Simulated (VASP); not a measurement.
Wanted: the native input for a VASP 6.6.1 run.

| Item | Value |
| --- | --- |
| Task | single point |
| Functional | revPBE |
| Potentials or basis | VASP PAW PBE potentials, release 64 (Co) |
| Cutoff | 520 eV |
| k mesh | 15 × 15 × 15 |
| Occupations | fermi-dirac, width 0.05 eV |
| Spin | collinear spin, ferromagnetic start |
| Starting moments | [1.933] μB |
| Dipole correction | no |
| Further INCAR settings | ALGO = Normal; EDIFF = 1e-06; NBANDS = 14 |

The structure of Co lies in POSCAR:

```
Co
1.0
    2.2601227397      0.0000000000      0.0000000000
    0.0000000000      2.2601227397      0.0000000000
    0.0000000000      0.0000000000      2.2601227397
Co
1
Direct
    0.0000000000      0.0000000000      0.0000000000
```

This cell differs from its parent crystal: volume scaled by 0.88.

The input as run:

INCAR

```
SYSTEM = Co
ALGO = Normal
EDIFF = 1E-6
ENCUT = 520
GGA = RE
ISIF = 2
ISMEAR = -1
ISPIN = 2
LASPH = .TRUE.
LCHARG = .FALSE.
LMAXMIX = 4
LORBIT = 11
LREAL = .FALSE.
LWAVE = .FALSE.
MAGMOM = 1.933
NBANDS = 14
NELM = 150
PREC = Accurate
SIGMA = 0.05
```

KPOINTS

```
k-points
0
G
  15 15 15
  0 0 0
```

Potentials or basis: VASP PAW PBE potentials, release 64 (Co).

The run is started by

```bash
$ cat potpaw_PBE.64/Co/POTCAR > POTCAR
$ mpirun -np 1 vasp_std > vasp.out
```

It gave:

```yaml
Pressure: 20.4 GPa
Net_moment: 1.70 μB per cell
Site_moments: Co +1.70 μB
Valence_electrons_inside_the_program's_atomic_spheres: Co 8.35
```

Caveat: the PAW data sets were made with another functional, which shifts forces and pressure a little.

Run time: 50 s on 1 thread of Intel(R) Xeon(R) Platinum 8375C CPU @ 2.90GHz (Ice Lake), on a shared host, peak memory 0.14 GiB.
